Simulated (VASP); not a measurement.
# Mg (Pm-3m) in VASP: a series of runs

Mg is run at these levels: PBE; tasks: single point.

All numbers are computed with VASP 6.6.1; they aren't measurements. Logs are shortened: lines on timing, memory, paths and dates and some standing lists are left out, and cuts for length are marked.

## (1) The cell of the first run

It takes space group Pm-3m (No. 221, cubic). Conventional cell: a = 2.521 Å, b = 2.521 Å, c = 2.521 Å, α = 90.00°, β = 90.00°, γ = 90.00°. Within 3.3 Å of Mg (site symmetry m-3m) lie 6 Mg at 2.52 Å.

## (2) Single point, PBE (volume scaled by 0.58)

File INCAR:

```
SYSTEM = Mg
PREC     = Accurate       ! precision mode
ENCUT    = 520            ! plane-wave cutoff, eV
EDIFF    = 1E-7           ! SCF threshold, eV
ISMEAR   = -1             ! smearing method
SIGMA    = 0.1            ! smearing width, eV
LREAL    = .FALSE.        ! projectors in reciprocal space
LASPH    = .TRUE.         ! aspherical terms in the spheres
NELM     = 100            ! most SCF steps
ALGO     = Normal         ! electronic algorithm
ISIF     = 2              ! what is computed and relaxed
LWAVE    = .FALSE.        ! write WAVECAR
LCHARG   = .TRUE.         ! write CHGCAR
GGA      = PE             ! functional
LELF     = .TRUE.         ! ELF
LVHAR    = .TRUE.       
NBANDS   = 7              ! bands
```

File KPOINTS:

```
Automatic mesh
0
G
  13 13 13
  0 0 0
```

File POSCAR:

```
Mg
1.0
    2.5213261795      0.0000000000      0.0000000000
    0.0000000000      2.5213261795      0.0000000000
    0.0000000000      0.0000000000      2.5213261795
Mg
1
Direct
    0.0000000000      0.0000000000      0.0000000000
```

Potentials or basis: VASP PAW PBE potentials, release 64 (Mg).

Run with:

```bash
$ cat potpaw_PBE.64/Mg/POTCAR > POTCAR
$ mpirun -np 1 vasp_std > vasp.out
```

OUTCAR:

```text
SYSTEM = Mg
   PREC = Accurate
   ENCUT = 520
   EDIFF = 1E-7
   ISMEAR = -1
   LREAL = .FALSE.
   LASPH = .TRUE.
   NELM = 100
   ISIF = 2
   GGA = PE

 ion  position               nearest neighbor table
   1  0.000  0.000  0.000-

  LATTYP: Found a simple cubic cell.
 ALAT       =     2.5213261795

  Lattice vectors:

 A1 = (   2.5213261795,   0.0000000000,   0.0000000000)
 A2 = (   0.0000000000,   2.5213261795,   0.0000000000)
 A3 = (   0.0000000000,   0.0000000000,   2.5213261795)

Analysis of symmetry for initial positions (statically):
=====================================================================
 Subroutine PRICEL returns:
 Original cell was already a primitive cell.

 Routine SETGRP: Setting up the symmetry group for a
 simple cubic supercell.

 Subroutine GETGRP returns: Found 48 space group operations
 (whereof 48 operations were pure point group operations)
 out of a pool of 48 trial point group operations.

The static configuration has the point symmetry O_h .

Analysis of symmetry for dynamics (positions and initial velocities):
=====================================================================
 Subroutine PRICEL returns:
 Original cell was already a primitive cell.

 Routine SETGRP: Setting up the symmetry group for a
 simple cubic supercell.

 Subroutine GETGRP returns: Found 48 space group operations
 (whereof 48 operations were pure point group operations)
 out of a pool of 48 trial point group operations.

The dynamic configuration has the point symmetry O_h .

 Subroutine INISYM returns: Found 48 space group operations
 (whereof 48 operations are pure point group operations),
 and found     1 'primitive' translations

----------------------------------------------------------------------------------------

                                     Primitive cell

  volume of cell :      16.0283

  direct lattice vectors                    reciprocal lattice vectors
     2.521326179  0.000000000  0.000000000     0.396616673  0.000000000  0.000000000
     0.000000000  2.521326179  0.000000000     0.000000000  0.396616673  0.000000000
     0.000000000  0.000000000  2.521326179     0.000000000  0.000000000  0.396616673

  length of vectors
     2.521326179  2.521326179  2.521326179     0.396616673  0.396616673  0.396616673

  position of ions in fractional coordinates (direct lattice)
     0.000000000  0.000000000  0.000000000

  ion indices of the primitive-cell ions
   primitive index   ion index
                 1           1

----------------------------------------------------------------------------------------

 KPOINTS: Automatic mesh

Automatic generation of k-mesh.
 Grid dimensions read from file:
 generate k-points for:   13   13   13

 Generating k-lattice:

  Cartesian coordinates                     Fractional coordinates (reciprocal lattice)
     0.030508975  0.000000000  0.000000000     0.076923077  0.000000000  0.000000000
     0.000000000  0.030508975  0.000000000     0.000000000  0.076923077  0.000000000
     0.000000000  0.000000000  0.030508975     0.000000000  0.000000000  0.076923077

  Length of vectors
     0.030508975  0.030508975  0.030508975

  Shift w.r.t. Gamma in fractional coordinates (k-lattice)
     0.000000000  0.000000000  0.000000000

 Subroutine IBZKPT returns following result:
 ===========================================

 Found     84 irreducible k-points:

 Following reciprocal coordinates:
            Coordinates               Weight
  0.000000  0.000000  0.000000      1.000000
  0.076923  0.000000  0.000000      6.000000
  0.153846  0.000000  0.000000      6.000000
  0.230769  0.000000  0.000000      6.000000
  0.307692  0.000000  0.000000      6.000000
  0.384615  0.000000  0.000000      6.000000
[... 16 lines left out ...]
  0.307692  0.307692  0.000000     12.000000
  0.384615  0.307692  0.000000     24.000000
 [... further k-points ...]
   k-points           NKPTS =     84   k-points in BZ     NKDIM =     84   number of bands    NBANDS=      7
   number of dos      NEDOS =    301   number of ions     NIONS =      1
   total plane-waves  NPLWV =   8000
   dimension x,y,z NGX =    20 NGY =   20 NGZ =   20
   dimension x,y,z NGXF=    40 NGYF=   40 NGZF=   40
   ions per type =               1
   NGX,Y,Z   is equivalent  to a cutoff of  13.19, 13.19, 13.19 a.u.
   NGXF,Y,Z  is equivalent  to a cutoff of  26.37, 26.37, 26.37 a.u.
 SYSTEM =  Mg
   PREC   = accura    normal or accurate (medium, high low for compatibility)
   ISTART =      0    job   : 0-new  1-cont  2-samecut
   ICHARG =      2    charge: 1-file 2-atom 10-const
   ISPIN  =      1    spin polarized calculation?
   LNONCOLLINEAR =      F non collinear calculations
   LSORBIT =      F    spin-orbit coupling
   LASPH  =      T    aspherical Exc in radial PAW
   ENCUT  =  520.0 eV  38.22 Ry    6.18 a.u.   4.69  4.69  4.69*2*pi/ulx,y,z
   NELM   =    100;   NELMIN=  2; NELMDL= -5     # of ELM steps
   EDIFF  = 0.1E-06   stopping-criterion for ELM
   LREAL  =      F    real-space projection
   EDIFFG = 0.1E-05   stopping-criterion for IOM
   NSW    =      0    number of steps for IOM
   IBRION =     -1    ionic relax: 0-MD 1-quasi-New 2-CG
   NFREE  =      0    steps in history (QN), initial steepest desc. (CG)
   ISIF   =      2    stress and relaxation
   ISYM   =      2    0-nonsym 1-usesym 2-fastsym
   POTIM  = 0.5000    time-step for ionic-motion
   TEBEG  =    0.0;   TEEND  =   0.0 temperature during run
   PSTRESS=    0.0 pullay stress
   NELECT =       2.0000    total number of electrons
   NUPDOWN=      -1.0000    fix difference up-down
   EMIN   =  10.00;   EMAX   =-10.00  energy-range for DOS
   EFERMI =   0.00;   METHOD = LEGACY
   ISMEAR =    -1;   SIGMA  =   0.10  broadening in eV -4-tet -1-fermi 0-gaus
   EFERMI_NEDOS =   21; number of points for ismear=-14 and -15
   IALGO  =     38    algorithm
   IMIX   =      4    mixing-type and parameters
     AMIX     =   0.40;   BMIX     =  1.00
     AMIX_MAG =   1.60;   BMIX_MAG =  1.00
  volume/ion in A,a.u.               =      16.03       108.16
  Fermi-wavevector in a.u.,A,eV,Ry     =   0.818067  1.545923  9.105487  0.669234
  Thomas-Fermi vector in A             =   1.928628
   LORBIT       =      0    0 simple, 1 ext, 2 COOP (PROOUT), +10 PAW based schemes
   GGA     = PE    functional components
   LHFCALC =     F    Hartree Fock is set to
   AEXX    =    0.0000 exact exchange contribution
   IVDW    =     0    specifies the selected vdW correction
   LEPSILON=     F    determine dielectric tensor
   LRPA    =     F    only Hartree local field effects (RPA)
 non-spin polarized calculation
  energy-cutoff  :      520.00
  volume of cell :       16.03
 maximum number of plane-waves:       449
 NGX is ok and might be reduce to    20
   NGX =  9   NGY =  9   NGZ =  9

 number of electron       2.0000000 magnetization

 Free energy of the ion-electron system (eV)
  ---------------------------------------------------
  ext. energy  EPLUGINS =         0.00000000
  ---------------------------------------------------
  free energy    TOTEN  =        -0.32143594 eV

  energy without entropy =       -0.30915563  energy(sigma->0) =       -0.31529579

 E-fermi :   4.9682     XC(G=0):  -9.6699

 val. band max:        4.9599960339   @ k =   0.3846   0.0769   0.0000
 cond. band min:       4.9690290652   @ k =   0.3846   0.3846   0.3077
 fundamental gap:      0.0090330312
 Fermi energy:         4.9681578826

 k-point     1 :       0.0000    0.0000    0.0000
  band No.  band energies     occupation
      1      -3.7606      2.00000
      2      14.9823      0.00000
      3      14.9823      0.00000
      4      18.8703      0.00000
      5      18.8703      0.00000
      6      18.8703      0.00000
      7      25.8323      0.00000

 k-point     2 :       0.0769    0.0000    0.0000
  band No.  band energies     occupation
      1      -3.6194      2.00000
      2      13.7685      0.00000
      3      15.1074      0.00000
      4      18.9656      0.00000
      5      18.9656      0.00000
      6      19.7737      0.00000
      7      26.4526      0.00000

 k-point     3 :       0.1538    0.0000    0.0000
  band No.  band energies     occupation
      1      -3.1978      2.00000
      2      11.5463      0.00000
      3      15.4785      0.00000
      4      19.2509      0.00000
      5      19.2509      0.00000
      6      21.1369      0.00000
      7      28.2138      0.00000

 k-point     4 :       0.2308    0.0000    0.0000
  band No.  band energies     occupation
      1      -2.5009      2.00000
      2       9.1998      0.00000
      3      16.0805      0.00000
      4      19.7223      0.00000
      5      19.7223      0.00000
      6      22.3540      0.00000
      7      29.6053      0.00000

 k-point     5 :       0.3077    0.0000    0.0000
  band No.  band energies     occupation
      1      -1.5376      2.00000
      2       6.9356      0.00000
      3      16.8749      0.00000
      4      20.3680      0.00000
      5      20.3680      0.00000
      6      23.4950      0.00000
      7      27.6550      0.00000
[... 161 lines left out ...]
 k-point    22 :       0.4615    0.2308    0.0000
  band No.  band energies     occupation
      1       2.2578      2.00000
      2       4.1458      1.99946
      3      13.7521      0.00000
      4      15.3584      0.00000
      5      22.9279      0.00000
      6      25.2387      0.00000
      7      25.3343      0.00000

 k-point    23 :       0.3077    0.3077    0.0000
  band No.  band energies     occupation
      1       0.6143      2.00000
      2       8.2582      0.00000
      3       9.8237      0.00000
      4      16.7771      0.00000
      5      21.9840      0.00000
      6      23.8601      0.00000
      7      27.3168      0.00000

 k-point    24 :       0.3846    0.3077    0.0000
  band No.  band energies     occupation
      1       1.7901      2.00000
      2       6.7814      0.00000
      3      10.3019      0.00000
      4      14.9641      0.00000
      5      22.8312      0.00000
      6      24.8984      0.00000
      7      26.4465      0.00000

 [... further k-points ...]
[... 5 lines left out ...]
  --------------------------------------------------------------------------------------
  -------------------------------------------------------------------------------------
  Total        3.4708122      3.4708122      3.4708122      0.0000000     -0.0000000     -0.0000000
  in kB      346.9401819    346.9401819    346.9401819      0.0000000     -0.0000000     -0.0000000
  external PRESSURE =     346.9401819 kB  Pullay stress =       0.0000000 kB

 VOLUME and BASIS-vectors are now :
 -----------------------------------------------------------------------------
  energy-cutoff  :      520.00
  volume of cell :       16.03
      direct lattice vectors                 reciprocal lattice vectors
     2.521326179  0.000000000  0.000000000     0.396616673  0.000000000  0.000000000
     0.000000000  2.521326179  0.000000000     0.000000000  0.396616673  0.000000000
     0.000000000  0.000000000  2.521326179     0.000000000  0.000000000  0.396616673

 POSITION                                       TOTAL-FORCE (eV/Angst)
 -----------------------------------------------------------------------------------
      0.00000      0.00000      0.00000         0.000000      0.000000      0.000000
 -----------------------------------------------------------------------------------
    total drift:                                0.000000      0.000000      0.000000

  FREE ENERGIE OF THE ION-ELECTRON SYSTEM (eV)
  ---------------------------------------------------
  free  energy   TOTEN  =        -0.3214359447 eV

  energy  without entropy=       -0.3091556257  energy(sigma->0) =       -0.31529579
```

It took 4.8 s on 1 thread of Intel Xeon Platinum 8559C (Emerald Rapids), shared host; peak memory 0.12 GiB.

What came out:

```
Free energy            : -0.3214 eV
Pressure               : 34.7 GPa
Band gap on the k mesh : zero (band 1 reaches 9.88 eV, above the bottom of band 2 at 2.96 eV)
```

## (3) Single point, PBE (volume scaled by 0.68)

File INCAR:

```
  PREC = Accurate
  ENCUT = 520
  EDIFF = 1E-7
  ISMEAR = -1
  SIGMA = 0.1
  LREAL = False
  LASPH = True
  NELM = 100
  ALGO = Normal
  ISIF = 2
  LWAVE = False
  LCHARG = False
  GGA = PE
  NBANDS = 7
```

File KPOINTS:

```
regular mesh
0
Gamma
  13 13 13
```

File POSCAR:

```
Mg
1.0
    2.6586184008      0.0000000000      0.0000000000
    0.0000000000      2.6586184008      0.0000000000
    0.0000000000      0.0000000000      2.6586184008
Mg
1
Direct
    0.0000000000      0.0000000000      0.0000000000
```

Potentials or basis: VASP PAW PBE potentials, release 64 (Mg).

Run with:

```bash
$ cat potpaw_PBE.64/Mg/POTCAR > POTCAR
$ mpirun -np 1 vasp_std > vasp.out
```

Run time: 4.7 s. Hardware: 1 thread of Intel Xeon Platinum 8559C (Emerald Rapids), shared host; peak memory 0.12 GiB.

Results (log left out):

```yaml
Free_energy: -0.7638 eV
Pressure: 18.2 GPa
Band_gap_on_the_k_mesh: zero (band 1 reaches 8.43 eV, above the bottom of band 2 at 1.95 eV)
```

Levels at points of the mesh, in eV from the Fermi level:
| k point | band 1 | band 2 | band 3 | band 4 | band 5 |
| --- | --- | --- | --- | --- | --- |
| (0.00, 0.00, 0.00) | -7.89 | 9.44 | 9.44 | 12.44 | 12.44 |
